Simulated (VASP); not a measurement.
Write the native input for VASP 6.6.1 that does the following.

* Task: relaxation of cell and atoms
* Functional: PBE
* Dispersion: D3(BJ)
* Potentials or basis: VASP PAW PBE potentials, release 64 (Si, C)
* Cutoff: 600 eV
* k mesh: 12 × 12 × 6
* Occupations: gaussian, width 0.02 eV
* Spin: no spin polarisation
* Dipole correction: no
* Further INCAR settings: ALGO = Normal; EDIFF = 1e-07; IBRION = 2; EDIFFG = -0.005; NSW = 70; ISIF = 3

The structure of SiC lies in POSCAR:

```
SiC
1.0
    3.0917665516      0.0000000000      0.0000000000
   -1.5458832758      2.6775483763      0.0000000000
    0.0000000000      0.0000000000      5.0740210439
Si C
2 2
Direct
    0.3333333333      0.6666666667      0.0045635120
    0.6666666667      0.3333333333      0.5045635120
    0.3333333333      0.6666666667      0.3804364880
    0.6666666667      0.3333333333      0.8804364880
```

The input as run:

INCAR

```
PREC = Accurate
ENCUT = 600
EDIFF = 1E-7
ISMEAR = 0
SIGMA = 0.02
LREAL = F
LASPH = T
NELM = 60
ALGO = Normal
ISIF = 3
LWAVE = F
LCHARG = F
GGA = PE
IVDW = 12
IBRION = 2
NSW = 70
EDIFFG = -0.005
```

KPOINTS

```
Automatic mesh
0
Gamma
  12 12 6
```

Potentials or basis: VASP PAW PBE potentials, release 64 (Si, C).

Run with:

```bash
$ cat potpaw_PBE.64/Si/POTCAR potpaw_PBE.64/C/POTCAR > POTCAR
$ mpirun -np 1 vasp_std > vasp.out
```

Results of the run:

- Relaxed volume: 10.27 Å³/atom
- Relaxed cell: a = 3.069 Å, b = 3.069 Å, c = 5.036 Å, α = 90.00°, β = 90.00°, γ = 120.00°
- Space group after relaxing (to 0.05 Å): P6_3mc (No. 186)
- Energy gained by relaxing: 3.4 meV/atom
- Ionic steps: 6
- Pressure after relaxing: 0.0 GPa
- Band gap on the k mesh: 2.26 eV, indirect (least direct gap 3.98 eV)
- Dispersion energy per atom: -0.303 eV

It took 5.4 min on 1 thread of AMD EPYC 7R13 (shared host), peak memory 0.18 GiB.
